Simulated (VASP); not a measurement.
# Ge in VASP: further runs

Ge is run at these levels: PBE; tasks: relaxation of cell and atoms, single point.

Program: VASP 6.6.1. These are calculated values, not measurements. Logs are shortened: lines on timing, memory, paths and dates and some standing lists are left out, and cuts for length are marked.

### 1 The cell of the first run

Symmetry: P4/mmm, No. 123, tetragonal system. The conventional cell has a = 2.664 Å, b = 2.664 Å, c = 2.863 Å, α = 90.00°, β = 90.00°, γ = 90.00°. Ge (site symmetry 4/mmm) has 6 Ge at 2.66 to 2.86 Å within 3.5 Å.

### 2 Relaxation of cell and atoms, PBE

File INCAR:

```
  PREC = Accurate
  ENCUT = 600
  EDIFF = 1E-6
  ISMEAR = 0
  SIGMA = 0.1
  LREAL = F
  LASPH = T
  NELM = 80
  ALGO = Normal
  ISIF = 3
  LWAVE = F
  LCHARG = F
  GGA = PE
  IBRION = 2
  NSW = 90
  EDIFFG = -0.04
```

File KPOINTS:

```
Automatic mesh
0
Gamma
  6 6 6
```

File POSCAR:

```
Ge
1.0
    2.6639079790      0.0000000000      0.0000000000
    0.0000000000      2.6639079790      0.0000000000
    0.0000000000      0.0000000000      2.8627951034
Ge
1
Direct
    0.0000000000      0.0000000000      0.0000000000
```

Potentials or basis: VASP PAW PBE potentials, release 64 (Ge_d).

On the command line:

```bash
$ cat potpaw_PBE.64/Ge_d/POTCAR > POTCAR
$ mpirun -np 1 vasp_std > vasp.out
```

OUTCAR:

```text
PREC = Accurate
   ENCUT = 600
   EDIFF = 1E-6
   ISMEAR = 0
   LREAL = F
   LASPH = T
   NELM = 80
   ISIF = 3
   GGA = PE
   IBRION = 2
   NSW = 90
   EDIFFG = -0.04

 ion  position               nearest neighbor table
   1  0.000  0.000  0.000-

  LATTYP: Found a simple tetragonal cell.
 ALAT       =     2.6639079790
 C/A-ratio  =     1.0746599079

  Lattice vectors:

 A1 = (   2.6639079790,   0.0000000000,   0.0000000000)
 A2 = (   0.0000000000,   2.6639079790,   0.0000000000)
 A3 = (   0.0000000000,   0.0000000000,   2.8627951034)

Analysis of symmetry for initial positions (statically):
=====================================================================
 Subroutine PRICEL returns:
 Original cell was already a primitive cell.

 Routine SETGRP: Setting up the symmetry group for a
 simple tetragonal supercell.

 Subroutine GETGRP returns: Found 16 space group operations
 (whereof 16 operations were pure point group operations)
 out of a pool of 16 trial point group operations.

The static configuration has the point symmetry D_4h.

Analysis of symmetry for dynamics (positions and initial velocities):
=====================================================================
 Subroutine PRICEL returns:
 Original cell was already a primitive cell.

 Routine SETGRP: Setting up the symmetry group for a
 simple tetragonal supercell.

 Subroutine GETGRP returns: Found 16 space group operations
 (whereof 16 operations were pure point group operations)
 out of a pool of 16 trial point group operations.

The dynamic configuration has the point symmetry D_4h.

 Subroutine INISYM returns: Found 16 space group operations
 (whereof 16 operations are pure point group operations),
 and found     1 'primitive' translations

----------------------------------------------------------------------------------------

                                     Primitive cell

  volume of cell :      20.3156

  direct lattice vectors                    reciprocal lattice vectors
     2.663907979  0.000000000  0.000000000     0.375388342  0.000000000  0.000000000
     0.000000000  2.663907979  0.000000000     0.000000000  0.375388342  0.000000000
     0.000000000  0.000000000  2.862795103     0.000000000  0.000000000  0.349308967

  length of vectors
     2.663907979  2.663907979  2.862795103     0.375388342  0.375388342  0.349308967

  position of ions in fractional coordinates (direct lattice)
     0.000000000  0.000000000  0.000000000

  ion indices of the primitive-cell ions
   primitive index   ion index
                 1           1

----------------------------------------------------------------------------------------

 KPOINTS: Automatic mesh

Automatic generation of k-mesh.
 Grid dimensions read from file:
 generate k-points for:    6    6    6

 Generating k-lattice:

  Cartesian coordinates                     Fractional coordinates (reciprocal lattice)
     0.062564724  0.000000000  0.000000000     0.166666667  0.000000000  0.000000000
     0.000000000  0.062564724  0.000000000     0.000000000  0.166666667  0.000000000
     0.000000000  0.000000000  0.058218161     0.000000000  0.000000000  0.166666667

  Length of vectors
     0.062564724  0.062564724  0.058218161

  Shift w.r.t. Gamma in fractional coordinates (k-lattice)
     0.000000000  0.000000000  0.000000000

 Subroutine IBZKPT returns following result:
 ===========================================

 Found     40 irreducible k-points:

 Following reciprocal coordinates:
            Coordinates               Weight
  0.000000  0.000000  0.000000      1.000000
  0.166667  0.000000  0.000000      4.000000
  0.333333  0.000000  0.000000      4.000000
  0.500000  0.000000  0.000000      2.000000
  0.166667  0.166667  0.000000      4.000000
  0.333333  0.166667  0.000000      8.000000
[... 16 lines left out ...]
  0.333333  0.000000  0.333333      8.000000
  0.500000  0.000000  0.333333      4.000000
 [... further k-points ...]
   k-points           NKPTS =     40   k-points in BZ     NKDIM =     40   number of bands    NBANDS=     11
   number of dos      NEDOS =    301   number of ions     NIONS =      1
   total plane-waves  NPLWV =  13824
   dimension x,y,z NGX =    24 NGY =   24 NGZ =   24
   dimension x,y,z NGXF=    48 NGYF=   48 NGZF=   48
   ions per type =               1
   NGX,Y,Z   is equivalent  to a cutoff of  14.98, 14.98, 13.94 a.u.
   NGXF,Y,Z  is equivalent  to a cutoff of  29.96, 29.96, 27.87 a.u.
 SYSTEM =  unknown system
   PREC   = accura    normal or accurate (medium, high low for compatibility)
   ISTART =      0    job   : 0-new  1-cont  2-samecut
   ICHARG =      2    charge: 1-file 2-atom 10-const
   ISPIN  =      1    spin polarized calculation?
   LNONCOLLINEAR =      F non collinear calculations
   LSORBIT =      F    spin-orbit coupling
   LASPH  =      T    aspherical Exc in radial PAW
   ENCUT  =  600.0 eV  44.10 Ry    6.64 a.u.   5.32  5.32  5.72*2*pi/ulx,y,z
   NELM   =     80;   NELMIN=  2; NELMDL= -5     # of ELM steps
   EDIFF  = 0.1E-05   stopping-criterion for ELM
   LREAL  =      F    real-space projection
   EDIFFG = -.4E-01   stopping-criterion for IOM
   NSW    =     90    number of steps for IOM
   IBRION =      2    ionic relax: 0-MD 1-quasi-New 2-CG
   NFREE  =      1    steps in history (QN), initial steepest desc. (CG)
   ISIF   =      3    stress and relaxation
   ISYM   =      2    0-nonsym 1-usesym 2-fastsym
   POTIM  = 0.5000    time-step for ionic-motion
   TEBEG  =    0.0;   TEEND  =   0.0 temperature during run
   PSTRESS=    0.0 pullay stress
   NELECT =      14.0000    total number of electrons
   NUPDOWN=      -1.0000    fix difference up-down
   EMIN   =  10.00;   EMAX   =-10.00  energy-range for DOS
   EFERMI =   0.00;   METHOD = LEGACY
   ISMEAR =     0;   SIGMA  =   0.10  broadening in eV -4-tet -1-fermi 0-gaus
   EFERMI_NEDOS =   21; number of points for ismear=-14 and -15
   IALGO  =     38    algorithm
   IMIX   =      4    mixing-type and parameters
     AMIX     =   0.40;   BMIX     =  1.00
     AMIX_MAG =   1.60;   BMIX_MAG =  1.00
  volume/ion in A,a.u.               =      20.32       137.10
  Fermi-wavevector in a.u.,A,eV,Ry     =   1.446021  2.732584 28.449467  2.090977
  Thomas-Fermi vector in A             =   2.564137
   LORBIT       =      0    0 simple, 1 ext, 2 COOP (PROOUT), +10 PAW based schemes
   GGA     = PE    functional components
   LHFCALC =     F    Hartree Fock is set to
   AEXX    =    0.0000 exact exchange contribution
   IVDW    =     0    specifies the selected vdW correction
   LEPSILON=     F    determine dielectric tensor
   LRPA    =     F    only Hartree local field effects (RPA)
 conjugate gradient relaxation of ions
 non-spin polarized calculation
 Gauss-broadening in eV      SIGMA  =   0.10
  energy-cutoff  :      600.00
  volume of cell :       20.32
 maximum number of plane-waves:       700
 NGX is ok and might be reduce to    24
   NGX = 11   NGY = 11   NGZ = 11

--------------------------------------- Ionic step        1  -------------------------------------------

 number of electron      13.9999995 magnetization

 Free energy of the ion-electron system (eV)
  ---------------------------------------------------
  ext. energy  EPLUGINS =         0.00000000
  ---------------------------------------------------
  free energy    TOTEN  =        -4.24131150 eV

  energy without entropy =       -4.23700581  energy(sigma->0) =       -4.23915865

------------------------ aborting loop because EDIFF is reached ----------------------------------------

  FORCE on cell =-STRESS in cart. coord.  units (eV):
  Direction    XX          YY          ZZ          XY          YZ          ZX
  --------------------------------------------------------------------------------------
  -------------------------------------------------------------------------------------
  Total        0.2275512      0.2275512     -0.9039692      0.0000000      0.0000000      0.0000000
  in kB       17.9457277     17.9457277    -71.2911333      0.0000000      0.0000000      0.0000000
  external PRESSURE =     -11.7998926 kB  Pullay stress =       0.0000000 kB
[... 55 lines left out ...]
  energy  without entropy=       -4.2666169750  energy(sigma->0) =       -4.26876662

--------------------------------------- Ionic step        3  -------------------------------------------

 number of electron      13.9999993 magnetization

 Free energy of the ion-electron system (eV)
  ---------------------------------------------------
  ext. energy  EPLUGINS =         0.00000000
  ---------------------------------------------------
  free energy    TOTEN  =        -4.27119410 eV

  energy without entropy =       -4.26650380  energy(sigma->0) =       -4.26884895

 E-fermi :   6.0281     XC(G=0): -10.9415

 val. band max:        6.0212448658   @ k =   0.3333   0.1667   0.3333
 cond. band min:       6.1459838662   @ k =   0.3333   0.3333   0.1667
 fundamental gap:      0.1247390004
 Fermi energy:         6.0280515373

 k-point     1 :       0.0000    0.0000    0.0000
  band No.  band energies     occupation
      1     -18.7348      2.00000
      2     -18.7272      2.00000
      3     -18.4856      2.00000
      4     -18.4856      2.00000
      5     -18.4802      2.00000
      6      -6.8132      2.00000
      7      12.2757      0.00000
      8      12.7177      0.00000
      9      12.7177      0.00000
     10      15.8662      0.00000
     11      16.1140      0.00000
[... 309 lines left out ...]
 k-point    24 :       0.5000    0.0000    0.3333
  band No.  band energies     occupation
      1     -18.6433      2.00000
      2     -18.6186      2.00000
      3     -18.5412      2.00000
      4     -18.5227      2.00000
      5     -18.4505      2.00000
      6      -0.9347      2.00000
      7       2.2317      2.00000
      8       6.3535      0.00000
      9      11.2789      0.00000
     10      17.4175      0.00000
     11      23.2373      0.00000

 [... further k-points ...]

------------------------ aborting loop because EDIFF is reached ----------------------------------------

  FORCE on cell =-STRESS in cart. coord.  units (eV):
  Direction    XX          YY          ZZ          XY          YZ          ZX
  --------------------------------------------------------------------------------------
  -------------------------------------------------------------------------------------
  Total        0.0249749      0.0249749     -0.0018602      0.0000000      0.0000000      0.0000000
  in kB        2.0189965      2.0189965     -0.1503772      0.0000000      0.0000000      0.0000000
  external PRESSURE =       1.2958719 kB  Pullay stress =       0.0000000 kB
[... 16 lines left out ...]
  FREE ENERGIE OF THE ION-ELECTRON SYSTEM (eV)
  ---------------------------------------------------
  free  energy   TOTEN  =        -4.2711940974 eV

  energy  without entropy=       -4.2665037989  energy(sigma->0) =       -4.26884895

 reached required accuracy - stopping structural energy minimisation
```

Run time: 9 s. Hardware: 1 thread of Intel Xeon 6975P-C (Granite Rapids), shared host; peak memory 0.14 GiB.

What came out:

| Quantity | Value |
| --- | --- |
| Free energy | -4.2712 eV |
| Relaxed volume | 19.82 Å³/atom |
| Relaxed cell | a = 2.696 Å, b = 2.696 Å, c = 2.728 Å, α = 90.00°, β = 90.00°, γ = 90.00° |
| Space group after relaxing (to 0.05 Å) | Pm-3m (No. 221) |
| Energy gained by relaxing | 29.9 meV/atom |
| Ionic steps | 3 |
| Pressure after relaxing | 0.1 GPa |
| Band gap on the k mesh | zero (band 7 reaches 12.28 eV, above the bottom of band 8 at 3.46 eV) |

Stress tensor (GPa, compression positive):
```
 0.20  0.00  0.00
 0.00  0.20  0.00
 0.00  0.00 -0.02
```

Step by step:
```tsv
step	energy change (eV)	largest force (eV/Å)	pressure (GPa)	volume (Å³)
1	0.0000	0.0000	-1.18	20.32
2	-0.0296	0.0000	0.12	19.86
3	-0.0299	0.0000	0.13	19.82
```

Final structure:
```yaml
crystal:
  lattice:
    - [2.69559, 0.00000, 0.00000]
    - [0.00000, 2.69559, 0.00000]
    - [0.00000, 0.00000, 2.72754]
  atoms:
    - { symbol: Ge, position: [0.00000, 0.00000, 0.00000] }
```

Levels at points of the mesh, in eV from the Fermi level:
| k point | band 4 | band 5 | band 6 | band 7 | band 8 | band 9 | band 10 | band 11 |
| --- | --- | --- | --- | --- | --- | --- | --- | --- |
| (0.00, 0.00, 0.00) | -24.51 | -24.51 | -12.84 | 6.25 | 6.69 | 6.69 | 9.84 | 10.09 |
| (0.50, 0.00, 0.00) | -24.56 | -24.51 | -9.05 | -5.67 | 9.16 | 9.61 | 13.17 | 15.05 |
| (0.50, 0.50, 0.00) | -24.57 | -24.43 | -5.01 | -2.56 | -2.56 | 3.15 | 12.02 | 19.11 |
| (0.00, 0.00, 0.50) | -24.57 | -24.50 | -9.24 | -5.67 | 9.45 | 9.45 | 13.20 | 15.29 |
| (0.50, 0.00, 0.50) | -24.56 | -24.44 | -5.22 | -2.71 | -2.54 | 3.09 | 12.31 | 19.34 |
| (0.50, 0.50, 0.50) | -24.44 | -24.43 | -0.58 | 0.20 | 0.20 | 0.39 | 6.76 | 6.87 |

Caveat: the k points lie up to 0.39 Å⁻¹ apart in the final cell.

### 3 Single point, PBE

This run uses another cell than the first one, of 19.91 Å³/atom, 0.980 times its volume.

File INCAR:

```
ALGO = Normal ; EDIFF = 1E-6
ENCUT = 520 ; GGA = PE
ISIF = 2 ; ISMEAR = 0
LASPH = T ; LCHARG = F
LREAL = F ; LWAVE = F
NBANDS = 13 ; NELM = 100
PREC = Accurate ; SIGMA = 0.1
```

File KPOINTS:

```
k-points
0
Gamma
  20 20 20
```

File POSCAR:

```
Ge
1.0
    2.7104744361      0.0000000000      0.0000000000
    0.0000000000      2.7104744361      0.0000000000
    0.0000000000      0.0000000000      2.7104744361
Ge
1
Direct
    0.0000000000      0.0000000000      0.0000000000
```

Potentials or basis: VASP PAW PBE potentials, release 64 (Ge_d).

On the command line:

```bash
$ cat potpaw_PBE.64/Ge_d/POTCAR > POTCAR
$ mpirun -np 1 vasp_std > vasp.out
```

Run time: 20 s. Hardware: 1 thread of Intel Xeon 6975P-C (Granite Rapids), shared host; peak memory 0.17 GiB.

The run converged. Its results:

| Quantity | Value |
| --- | --- |
| Free energy | -4.2710 eV |
| Pressure | -0.1 GPa |
| Band gap on the k mesh | zero (band 7 reaches 12.50 eV, above the bottom of band 8 at 3.40 eV) |

Levels at points of the mesh, in eV from the Fermi level:
```csv
k point,band 3,band 4,band 5,band 6,band 7,band 8,band 9,band 10,band 11,band 12
"(0.00, 0.00, 0.00)",-24.41,-24.41,-24.41,-12.72,6.60,6.60,6.60,10.04,10.04,12.45
"(0.50, 0.00, 0.00)",-24.47,-24.46,-24.41,-9.01,-5.55,9.45,9.45,13.24,15.20,16.32
"(0.50, 0.50, 0.00)",-24.47,-24.47,-24.34,-5.07,-2.50,-2.50,3.21,12.24,19.35,19.35
"(0.50, 0.50, 0.50)",-24.55,-24.33,-24.33,-0.54,0.35,0.35,0.35,6.91,6.91,6.91
```
